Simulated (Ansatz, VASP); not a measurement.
**C: VASP beside Ansatz**

```
C
1.0
     2.46565    0.00000    0.00000
    -1.23283    2.13532    0.00000
     0.00000    0.00000   17.50007
C
4
Cartesian
  1.2328 0.7118 4.5000
  0.0000 1.4235 4.5000
  0.6164 1.7794 7.9601
  1.8492 1.0677 7.9600
```

Alike in both runs: task single point; functional PBE; dispersion D3(BJ); k mesh 15 × 15 × 1; occupations gaussian, width 0.1 eV; no spin polarisation.

|  | VASP | Ansatz |
| --- | --- | --- |
| version | VASP 6.6.1 | Ansatz 0.2.0 |
| potentials or method | VASP PAW PBE potentials, release 64 (C), cutoff 520 eV | scalar-relativistic, plane waves, PAW |
| valence electrons in the cell | 16 | 16 |

```tsv
	VASP	Ansatz	Ansatz less VASP
gap on the k mesh at the Fermi level (eV)	0.37	0.37	0.000
least direct gap on the mesh (eV)	0.37	0.37	0.000
rms of the force components (eV/Å)	0.005	0.005	0.0000
```

Atom by atom the forces differ by 0.000 eV/Å (rms over components).
